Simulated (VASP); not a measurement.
Set up this calculation in VASP 6.6.1, as the native input.

```
Task                   : single point
Functional             : RPBE
Potentials or basis    : VASP PAW PBE potentials, release 64 (K_sv, F)
Cutoff                 : 520 eV
k mesh                 : 9 × 9 × 9
Occupations            : fermi-dirac, width 0.05 eV
Spin                   : no spin polarisation
Dipole correction      : no
Further INCAR settings : ALGO = Normal; EDIFF = 1e-06; NBANDS = 15
```

The structure of KF (Carobbiite) lies in POSCAR:

```
KF
1.0
    0.0000000000      2.7907173393      2.7907173393
    2.7907173393      0.0000000000      2.7907173393
    2.7907173393      2.7907173393      0.0000000000
K F
1 1
Direct
    0.0000000000      0.0000000000      0.0000000000
    0.5000000000      0.5000000000      0.5000000000
```

One way to write it, as run:

INCAR

```
SYSTEM = KF
PREC     = Accurate       ! precision mode
ENCUT    = 520            ! plane-wave cutoff, eV
EDIFF    = 1E-6           ! SCF threshold, eV
ISMEAR   = -1             ! smearing method
SIGMA    = 0.05           ! smearing width, eV
LREAL    = .FALSE.        ! projectors in reciprocal space
LASPH    = .TRUE.         ! aspherical terms in the spheres
NELM     = 60             ! most SCF steps
ALGO     = Normal         ! electronic algorithm
ISIF     = 2              ! what is computed and relaxed
LWAVE    = .FALSE.        ! write WAVECAR
LCHARG   = .FALSE.        ! write CHGCAR
GGA      = RP             ! functional
NBANDS   = 15             ! bands
```

KPOINTS

```
regular mesh
0
G
  9 9 9
  0 0 0
```

Potentials or basis: VASP PAW PBE potentials, release 64 (K_sv, F).

Run with:

```console
$ cat potpaw_PBE.64/K_sv/POTCAR potpaw_PBE.64/F/POTCAR > POTCAR
$ mpirun -np 1 vasp_std > vasp.out
```

It gave:

```
Pressure               : 0.0 GPa
Band gap on the k mesh : 5.84 eV, direct
```

Caveat: the PAW data sets were made with another functional, which shifts forces and pressure a little.

It took 12 s on 1 thread of AMD EPYC 9R45 96-Core Processor (Zen 5), on a shared host, peak memory 0.14 GiB.
